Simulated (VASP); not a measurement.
# Ta (P6_3/mmc) in VASP: a series of runs

The runs below take Ta through single point, with PBEsol.

All numbers are computed with VASP 6.6.1; they aren't measurements. Logs are shortened: lines on timing, memory, paths and dates and some standing lists are left out, and cuts for length are marked.

### Step 1. The cell of the first run

It takes space group P6_3/mmc (No. 194, hexagonal). The conventional cell has a = 2.867 Å, b = 2.867 Å, c = 4.786 Å, α = 90.00°, β = 90.00°, γ = 120.00°. Ta (site symmetry -6m2) has 12 Ta at 2.87 to 2.91 Å within 3.8 Å.

This isn't the form of Ta at room conditions, which is bcc.

### Step 2. Single point, PBEsol (strain -0.0600 x Voigt [0, 0, 1, 0, 0, 0])

INCAR reads:

```
PREC     = Accurate       # precision mode
ENCUT    = 520            # plane-wave cutoff, eV
EDIFF    = 1E-6           # SCF threshold, eV
ISMEAR   = 0              # smearing method
SIGMA    = 0.15           # smearing width, eV
LREAL    = False          # projectors in reciprocal space
LASPH    = True           # aspherical terms in the spheres
NELM     = 100            # most SCF steps
ALGO     = Fast           # electronic algorithm
ISIF     = 2              # what is computed and relaxed
LWAVE    = False          # write WAVECAR
LCHARG   = False          # write CHGCAR
GGA      = PS             # functional
NBANDS   = 18             # bands
```

KPOINTS reads:

```
regular mesh
0
Gamma
  24 24 12
```

POSCAR reads:

```
Ta
1.0
    2.8669354486      0.0000000000      0.0000000000
   -1.4334677243      2.4828389295      0.0000000000
    0.0000000000      0.0000000000      4.7859300255
Ta
2
Direct
    0.6666666667      0.3333333333      0.7500000000
    0.3333333333      0.6666666667      0.2500000000
```

Potentials or basis: VASP PAW PBE potentials, release 64 (Ta_pv).

The run is started by

```sh
cat potpaw_PBE.64/Ta_pv/POTCAR > POTCAR
mpirun -np 1 vasp_std > vasp.out
```

OUTCAR:

```text
PREC = Accurate
   ENCUT = 520
   EDIFF = 1E-6
   ISMEAR = 0
   LREAL = False
   LASPH = True
   NELM = 100
   ISIF = 2
   GGA = PS

 ion  position               nearest neighbor table
   1  0.667  0.333  0.750-   2 2.91   2 2.91   2 2.91   2 2.91   2 2.91   2 2.91
   2  0.333  0.667  0.250-   1 2.91   1 2.91   1 2.91   1 2.91   1 2.91   1 2.91

  LATTYP: Found a hexagonal cell.
 ALAT       =     2.8669354486
 C/A-ratio  =     1.6693539535

  Lattice vectors:

 A1 = (   2.8669354486,   0.0000000000,   0.0000000000)
 A2 = (  -1.4334677243,   2.4828389295,   0.0000000000)
 A3 = (   0.0000000000,   0.0000000000,   4.7859300255)

Analysis of symmetry for initial positions (statically):
=====================================================================
 Subroutine PRICEL returns:
 Original cell was already a primitive cell.

 Routine SETGRP: Setting up the symmetry group for a
 hexagonal supercell.

 Subroutine GETGRP returns: Found 24 space group operations
 (whereof 12 operations were pure point group operations)
 out of a pool of 24 trial point group operations.

The static configuration has the point symmetry D_3d.
 The point group associated with its full space group is D_6h.

Analysis of symmetry for dynamics (positions and initial velocities):
=====================================================================
 Subroutine PRICEL returns:
 Original cell was already a primitive cell.

 Routine SETGRP: Setting up the symmetry group for a
 hexagonal supercell.

 Subroutine GETGRP returns: Found 24 space group operations
 (whereof 12 operations were pure point group operations)
 out of a pool of 24 trial point group operations.

The dynamic configuration has the point symmetry D_3d.
 The point group associated with its full space group is D_6h.

 Subroutine INISYM returns: Found 24 space group operations
 (whereof 12 operations are pure point group operations),
 and found     1 'primitive' translations

----------------------------------------------------------------------------------------

                                     Primitive cell

  volume of cell :      34.0669

  direct lattice vectors                    reciprocal lattice vectors
     2.866935449  0.000000000  0.000000000     0.348804505  0.201382375  0.000000000
    -1.433467724  2.482838930  0.000000000     0.000000000  0.402764750  0.000000000
     0.000000000  0.000000000  4.785930025     0.000000000  0.000000000  0.208945805

  length of vectors
     2.866935449  2.866935449  4.785930025     0.402764750  0.402764750  0.208945805

  position of ions in fractional coordinates (direct lattice)
     0.666666667  0.333333333  0.750000000
     0.333333333  0.666666667  0.250000000

  ion indices of the primitive-cell ions
   primitive index   ion index
                 1           1
                 2           2

----------------------------------------------------------------------------------------

 KPOINTS: regular mesh

Automatic generation of k-mesh.
 Grid dimensions read from file:
 generate k-points for:   24   24   12

 Generating k-lattice:

  Cartesian coordinates                     Fractional coordinates (reciprocal lattice)
     0.014533521  0.008390932  0.000000000     0.041666667  0.000000000  0.000000000
     0.000000000  0.016781865  0.000000000     0.000000000  0.041666667  0.000000000
     0.000000000  0.000000000  0.017412150     0.000000000  0.000000000  0.083333333

  Length of vectors
     0.016781865  0.016781865  0.017412150

  Shift w.r.t. Gamma in fractional coordinates (k-lattice)
     0.000000000  0.000000000  0.000000000

 Subroutine IBZKPT returns following result:
 ===========================================

 Found    427 irreducible k-points:

 Following reciprocal coordinates:
            Coordinates               Weight
  0.000000  0.000000  0.000000      1.000000
  0.041667 -0.000000  0.000000      6.000000
  0.083333  0.000000  0.000000      6.000000
  0.125000  0.000000  0.000000      6.000000
  0.166667  0.000000  0.000000      6.000000
  0.208333  0.000000  0.000000      6.000000
[... 16 lines left out ...]
  0.416667  0.041667  0.000000     12.000000
  0.458333  0.041667  0.000000     12.000000
 [... further k-points ...]
   k-points           NKPTS =    427   k-points in BZ     NKDIM =    427   number of bands    NBANDS=     18
   number of dos      NEDOS =    301   number of ions     NIONS =      2
   total plane-waves  NPLWV =  20736
   dimension x,y,z NGX =    24 NGY =   24 NGZ =   36
   dimension x,y,z NGXF=    48 NGYF=   48 NGZF=   72
   ions per type =               2
   NGX,Y,Z   is equivalent  to a cutoff of  13.92, 13.92, 12.51 a.u.
   NGXF,Y,Z  is equivalent  to a cutoff of  27.83, 27.83, 25.01 a.u.
 SYSTEM =  unknown system
   PREC   = accura    normal or accurate (medium, high low for compatibility)
   ISTART =      0    job   : 0-new  1-cont  2-samecut
   ICHARG =      2    charge: 1-file 2-atom 10-const
   ISPIN  =      1    spin polarized calculation?
   LNONCOLLINEAR =      F non collinear calculations
   LSORBIT =      F    spin-orbit coupling
   LASPH  =      T    aspherical Exc in radial PAW
   ENCUT  =  520.0 eV  38.22 Ry    6.18 a.u.   5.33  5.33  8.90*2*pi/ulx,y,z
   NELM   =    100;   NELMIN=  2; NELMDL= -5     # of ELM steps
   EDIFF  = 0.1E-05   stopping-criterion for ELM
   LREAL  =      F    real-space projection
   EDIFFG = 0.1E-04   stopping-criterion for IOM
   NSW    =      0    number of steps for IOM
   IBRION =     -1    ionic relax: 0-MD 1-quasi-New 2-CG
   NFREE  =      0    steps in history (QN), initial steepest desc. (CG)
   ISIF   =      2    stress and relaxation
   ISYM   =      2    0-nonsym 1-usesym 2-fastsym
   POTIM  = 0.5000    time-step for ionic-motion
   TEBEG  =    0.0;   TEEND  =   0.0 temperature during run
   PSTRESS=    0.0 pullay stress
   NELECT =      22.0000    total number of electrons
   NUPDOWN=      -1.0000    fix difference up-down
   EMIN   =  10.00;   EMAX   =-10.00  energy-range for DOS
   EFERMI =   0.00;   METHOD = LEGACY
   ISMEAR =     0;   SIGMA  =   0.15  broadening in eV -4-tet -1-fermi 0-gaus
   EFERMI_NEDOS =   21; number of points for ismear=-14 and -15
   IALGO  =     68    algorithm
   IMIX   =      4    mixing-type and parameters
     AMIX     =   0.40;   BMIX     =  1.00
     AMIX_MAG =   1.60;   BMIX_MAG =  1.00
  volume/ion in A,a.u.               =      17.03       114.95
  Fermi-wavevector in a.u.,A,eV,Ry     =   1.415049  2.674055 27.243809  2.002363
  Thomas-Fermi vector in A             =   2.536528
   LORBIT       =      0    0 simple, 1 ext, 2 COOP (PROOUT), +10 PAW based schemes
   GGA     = PS    functional components
   LHFCALC =     F    Hartree Fock is set to
   AEXX    =    0.0000 exact exchange contribution
   IVDW    =     0    specifies the selected vdW correction
   LEPSILON=     F    determine dielectric tensor
   LRPA    =     F    only Hartree local field effects (RPA)
 non-spin polarized calculation
 RMM-DIIS sequential band-by-band and
 Gauss-broadening in eV      SIGMA  =   0.15
  energy-cutoff  :      520.00
  volume of cell :       34.07
 maximum number of plane-waves:       933
 NGX is ok and might be reduce to    24
   NGX = 11   NGY = 11   NGZ = 17

 number of electron      21.9999993 magnetization

 Free energy of the ion-electron system (eV)
  ---------------------------------------------------
  ext. energy  EPLUGINS =         0.00000000
  ---------------------------------------------------
  free energy    TOTEN  =       -24.38307485 eV

  energy without entropy =      -24.35690046  energy(sigma->0) =      -24.36998766

 E-fermi :   6.2828     XC(G=0): -13.0123

 val. band max:        6.2797079722   @ k =   0.4583   0.0417   0.0000
 cond. band min:       6.2855324599   @ k =   0.5000   0.0000   0.0000
 fundamental gap:      0.0058244877
 Fermi energy:         6.2827659274

 k-point     1 :       0.0000    0.0000    0.0000
  band No.  band energies     occupation
      1     -28.3539      2.00000
      2     -27.1386      2.00000
      3     -27.1386      2.00000
      4     -27.0059      2.00000
      5     -26.9745      2.00000
      6     -26.9745      2.00000
[... 10 lines left out ...]
     17      11.8329      0.00000
     18      11.8329      0.00000

 k-point     2 :       0.0417   -0.0000    0.0000
  band No.  band energies     occupation
      1     -28.3462      2.00000
      2     -27.1594      2.00000
      3     -27.1448      2.00000
      4     -27.0083      2.00000
      5     -26.9962      2.00000
      6     -26.9777      2.00000
[... 10 lines left out ...]
     17      11.8801      0.00000
     18      12.0500      0.00000

 k-point     3 :       0.0833    0.0000    0.0000
  band No.  band energies     occupation
      1     -28.3232      2.00000
      2     -27.2203      2.00000
      3     -27.1629      2.00000
      4     -27.0593      2.00000
      5     -27.0155      2.00000
      6     -26.9871      2.00000
[... 10 lines left out ...]
     17      12.0043      0.00000
     18      12.6015      0.00000

 k-point     4 :       0.1250    0.0000    0.0000
  band No.  band energies     occupation
      1     -28.2858      2.00000
      2     -27.3167      2.00000
      3     -27.1912      2.00000
      4     -27.1578      2.00000
      5     -27.0277      2.00000
      6     -27.0026      2.00000
[... 10 lines left out ...]
     17      12.1676      0.00000
     18      13.3320      0.00000

 k-point     5 :       0.1667    0.0000    0.0000
  band No.  band energies     occupation
      1     -28.2353      2.00000
      2     -27.4417      2.00000
      3     -27.2829      2.00000
      4     -27.2272      2.00000
      5     -27.0452      2.00000
      6     -27.0232      2.00000
[... 10 lines left out ...]
     17      12.3351      0.00000
     18      14.1440      0.00000

 k-point     6 :       0.2083    0.0000    0.0000
  band No.  band energies     occupation
      1     -28.1736      2.00000
      2     -27.5860      2.00000
      3     -27.4244      2.00000
      4     -27.2682      2.00000
      5     -27.0684      2.00000
      6     -27.0478      2.00000
[... 10 lines left out ...]
     17      12.4846      0.00000
     18      14.9814      0.00000

 k-point     7 :       0.2500    0.0000    0.0000
  band No.  band energies     occupation
      1     -28.1030      2.00000
      2     -27.7393      2.00000
      3     -27.5715      2.00000
      4     -27.3112      2.00000
      5     -27.0975      2.00000
      6     -27.0748      2.00000
[... 10 lines left out ...]
     17      12.6055      0.00000
     18      15.8146      0.00000

 k-point     8 :       0.2917    0.0000    0.0000
  band No.  band energies     occupation
      1     -28.0265      2.00000
      2     -27.8908      2.00000
      3     -27.7143      2.00000
      4     -27.3533      2.00000
      5     -27.1323      2.00000
      6     -27.1021      2.00000
[... 10 lines left out ...]
     17      12.6956      0.00000
     18      15.9435      0.00000
[... 229 lines left out ...]
     17      12.5957      0.00000
     18      16.1293      0.00000

 k-point    20 :       0.2917    0.0417    0.0000
  band No.  band energies     occupation
      1     -27.9827      2.00000
      2     -27.9606      2.00000
      3     -27.7858      2.00000
      4     -27.3796      2.00000
      5     -27.1539      2.00000
      6     -27.1270      2.00000
[... 10 lines left out ...]
     17      12.6664      0.00000
     18      15.8362      0.00000

 k-point    21 :       0.3333    0.0417    0.0000
  band No.  band energies     occupation
      1     -28.0890      2.00000
      2     -27.9045      2.00000
      3     -27.9020      2.00000
      4     -27.4178      2.00000
      5     -27.1957      2.00000
      6     -27.1520      2.00000
[... 10 lines left out ...]
     17      12.7132      0.00000
     18      15.7192      0.00000

 k-point    22 :       0.3750    0.0417    0.0000
  band No.  band energies     occupation
      1     -28.1927      2.00000
      2     -27.9953      2.00000
      3     -27.8314      2.00000
      4     -27.4484      2.00000
      5     -27.2390      2.00000
      6     -27.1725      2.00000
[... 10 lines left out ...]
     17      12.7416      0.00000
     18      15.7891      0.00000

 k-point    23 :       0.4167    0.0417    0.0000
  band No.  band energies     occupation
      1     -28.2653      2.00000
      2     -28.0604      2.00000
      3     -27.7713      2.00000
      4     -27.4698      2.00000
      5     -27.2779      2.00000
      6     -27.1870      2.00000
[... 10 lines left out ...]
     17      13.2827      0.00000
     18      15.8313      0.00000

 k-point    24 :       0.4583    0.0417    0.0000
  band No.  band energies     occupation
      1     -28.3027      2.00000
      2     -28.0939      2.00000
      3     -27.7358      2.00000
      4     -27.4808      2.00000
      5     -27.3025      2.00000
      6     -27.1945      2.00000
[... 10 lines left out ...]
     17      14.0615      0.00000
     18      15.0660      0.00000

 [... further k-points ...]
[... 5 lines left out ...]
  --------------------------------------------------------------------------------------
  -------------------------------------------------------------------------------------
  Total        2.2027426      2.2027426      4.4915507     -0.0000000      0.0000000      0.0000000
  in kB      103.5956516    103.5956516    211.2389919     -0.0000000      0.0000000      0.0000000
  external PRESSURE =     139.4767650 kB  Pullay stress =       0.0000000 kB

 VOLUME and BASIS-vectors are now :
 -----------------------------------------------------------------------------
  energy-cutoff  :      520.00
  volume of cell :       34.07
      direct lattice vectors                 reciprocal lattice vectors
     2.866935449  0.000000000  0.000000000     0.348804505  0.201382375  0.000000000
    -1.433467724  2.482838930  0.000000000     0.000000000  0.402764750  0.000000000
     0.000000000  0.000000000  4.785930025     0.000000000  0.000000000  0.208945805

 POSITION                                       TOTAL-FORCE (eV/Angst)
 -----------------------------------------------------------------------------------
      1.43347      0.82761      3.58945         0.000000     -0.000000      0.000000
     -0.00000      1.65523      1.19648        -0.000000      0.000000      0.000000
 -----------------------------------------------------------------------------------
    total drift:                               -0.000000      0.000000     -0.000000

  FREE ENERGIE OF THE ION-ELECTRON SYSTEM (eV)
  ---------------------------------------------------
  free  energy   TOTEN  =       -24.3830748549 eV

  energy  without entropy=      -24.3569004552  energy(sigma->0) =      -24.36998766
```

Run time: 1.9 min. Hardware: 1 thread of Intel Xeon Platinum 8559C (Emerald Rapids), shared host; peak memory 0.32 GiB.

Results:

| Item | Value |
| --- | --- |
| Free energy | -24.3831 eV |
| Pressure | 13.9 GPa |
| Band gap on the k mesh | zero (bands 11 and 12 overlap by 2.55 eV) |

Caveat: the cell differs from its parent crystal (strain -0.0600 x Voigt [0, 0, 1, 0, 0, 0]); the stress differs along the axes, from 10 to 21 GPa; the PAW data sets were made with another functional, which shifts forces and pressure a little; spin-orbit coupling is left out, which moves the levels of the heavy elements.

[end of part 1 of 2]
